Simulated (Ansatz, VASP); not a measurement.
## One calculation of V, two programs

The input INCAR:

```
ALGO = Normal
EDIFF = 1E-7
EDIFFG = -0.01
ENCUT = 500
GGA = PE
GGA_COMPAT = False
IBRION = 2
ISIF = 3
ISMEAR = 0
LASPH = True
LCHARG = False
LREAL = False
LWAVE = False
NELM = 120
NELMIN = 4
NSW = 50
PREC = Accurate
SIGMA = 0.05
```

Contents of KPOINTS:

```
k-points
0
Gamma
  20 20 20
```

POSCAR

```
V
1.0
   -1.4983851313      1.4983851313      1.4983851313
    1.4983851313     -1.4983851313      1.4983851313
    1.4983851313      1.4983851313     -1.4983851313
V
1
Direct
    0.0000000000      0.0000000000      0.0000000000
```

Input for Ansatz:

```yaml
crystal:
  lattice:
    - [-1.4983851313, 1.4983851313, 1.4983851313]
    - [1.4983851313, -1.4983851313, 1.4983851313]
    - [1.4983851313, 1.4983851313, -1.4983851313]
  atoms:
    - { symbol: V, position: [0.0, 0.0, 0.0] }
basis:
  ecutwfc: 420
  ecutrho_ratio: 4
kpoints:
  mp_grid: { grid: [20, 20, 20] }
hamiltonian:
  xc: pbe
scf:
  occupations: { method: gaussian, width: 0.05 }
output:
  forces: true
  stress: true
  eigenvalues: true
relax:
  f_tol: 0.01
  max_steps: 30
  cell: { stress_tol: 0.05 }
```

Alike in both runs: task relaxation of cell and atoms; functional PBE; k mesh 20 × 20 × 20; occupations gaussian, width 0.05 eV; no spin polarisation.

```csv
,VASP,Ansatz
version,VASP 6.6.1,Ansatz 0.2.0
potentials or method,"VASP PAW PBE potentials, release 64 (V_sv), cutoff 500 eV","scalar-relativistic, plane waves, PAW"
valence electrons in the cell,13,13
```

|  | VASP | Ansatz | Ansatz less VASP |
| --- | --- | --- | --- |
| gap on the k mesh at the Fermi level, each at its own relaxed structure (eV) | none | none | - |
| relaxed volume (Å³/atom) | 13.46 | 13.46 | 0.000 |
| relaxed length of the cell vector where the two differ most in proportion (Å) | 2.595 | 2.595 | 0.0000 |

A gap of «none» marks a metal or a gap that the smearing closes.

Noted on VASP's run: the relaxation stopped at its first step, so nothing moved.
